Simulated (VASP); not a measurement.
Runs of VASP 6.6.1 on Mg5Te2. The structure is that of space group P4/mmm (No. 123), or close to it. The cells are those of the table. 

| task | cell | k mesh | cutoff (eV) | smearing | gap on the mesh (eV) | pressure (GPa) | relaxed volume (Å³/atom) | largest force (eV/Å) |
| --- | --- | --- | --- | --- | --- | --- | --- | --- |
| relaxation of cell and atoms | relaxed from a = 5.124, b = 5.124, c = 6.107 Å, 7 atoms | 3 × 3 × 3 | 600 | gaussian 0.2 eV | none | 0.2 | (a) | 0.05 |
| single point | a = 6.190, b = 6.190, c = 4.669 Å, 7 atoms | 3 × 3 × 3 | 520 | gaussian 0.2 eV | none | 0.3 | - | - |
| single point | a = 4.582, b = 4.582, c = 9.778 Å, 7 atoms | 3 × 3 × 3 | 600 | gaussian 0.2 eV | none | -0.1 | - | 0.01 |
| single point | a = 4.536, b = 4.536, c = 8.824 Å, 7 atoms | 3 × 3 × 3 | 520 | gaussian 0.2 eV | none | 0.1 | - | 0.02 |
| single point | a = 4.431, b = 4.431, c = 9.270 Å, 7 atoms | 8 × 8 × 4 | 520 | gaussian 0.1 eV | none | -0.1 | - | 0.01 |
| single point | a = 5.214, b = 5.214, c = 7.832 Å, 7 atoms | 3 × 3 × 3 | 600 | gaussian 0.2 eV | none | 0.0 | - | (b) |
| relaxation of cell and atoms | relaxed from a = 5.199, b = 5.199, c = 6.239 Å, 7 atoms | 3 × 3 × 3 | 600 | gaussian 0.2 eV | none | -0.2 | 26.22 | 0.08 |

Alike in all rows: level PBE; potentials or basis VASP PAW PBE potentials, release 64 (Mg, Te); no spin polarisation.

Q: Estimate the missing entries.

A: (a) 25.67; (b) 0.03.

Caveats: some runs use coarse meshes; spin-orbit coupling is left out, which moves the levels of the heavy elements; the relaxation stopped at a loose force limit of 0.08 eV/Å, so its end isn't a converged minimum (some runs).

A k mesh can miss the band edges, and the runs leave out spin-orbit coupling on Te.

A gap of «none» marks levels without a gap at the run's occupations.
